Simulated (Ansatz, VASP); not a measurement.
# Pd: VASP beside Ansatz

INCAR

```
PREC = Accurate
ENCUT = 520
EDIFF = 1E-8
ISMEAR = -1
SIGMA = 0.03
LREAL = False
LASPH = True
NELM = 60
ALGO = Normal
ISIF = 2
LWAVE = False
LCHARG = False
GGA = PE
LEFG = True
NBANDS = 11
```

File KPOINTS:

```
regular mesh
0
Gamma
  13 13 13
```

File POSCAR:

```
Pd
1.0
    2.6302256987      0.0000000000      0.0000000000
    0.0000000000      2.6302256987      0.0000000000
    0.0000000000      0.0000000000      2.6302256987
Pd
1
Direct
    0.0000000000      0.0000000000      0.0000000000
```

Input for Ansatz:

```yaml
crystal:
  lattice:
    - [2.6302256987, 0.0, 0.0]
    - [0.0, 2.6302256987, 0.0]
    - [0.0, 0.0, 2.6302256987]
  atoms:
    - { symbol: Pd, position: [0.0, 0.0, 0.0] }
kpoints:
  mp_grid: { grid: [13, 13, 13] }
scf:
  occupations: { method: fermi_dirac, width: 0.03 }
hamiltonian:
  xc: pbe
  pseudopotentials: { kind: paw }
output:
  forces: true
  stress: true
  eigenvalues: true
  efg: { contact_densities: true }
```

Change from the starting cell: volume scaled by 1.02, PAW files.

Alike in both runs: task electric field gradients; functional PBE; k mesh 13 × 13 × 13; occupations fermi-dirac, width 0.03 eV; no spin polarisation.

|  | VASP | Ansatz |
| --- | --- | --- |
| version | VASP 6.6.1 | Ansatz 0.2.0 |
| potentials or method | VASP PAW PBE potentials, release 64 (Pd) | PAW with Ansatz's default frozen-core files, scalar-relativistic |
| plane-wave cutoff (eV) | 520 | 420 |
| valence electrons in the cell | 10 | 18 |

|  | VASP | Ansatz | Ansatz less VASP |
| --- | --- | --- | --- |
| pressure (GPa) | -2.6 | -2.3 | +0.28 |

VASP's potentials hold 10 valence electrons a cell and Ansatz's 18, so a difference there can come from the potentials and not from the codes.
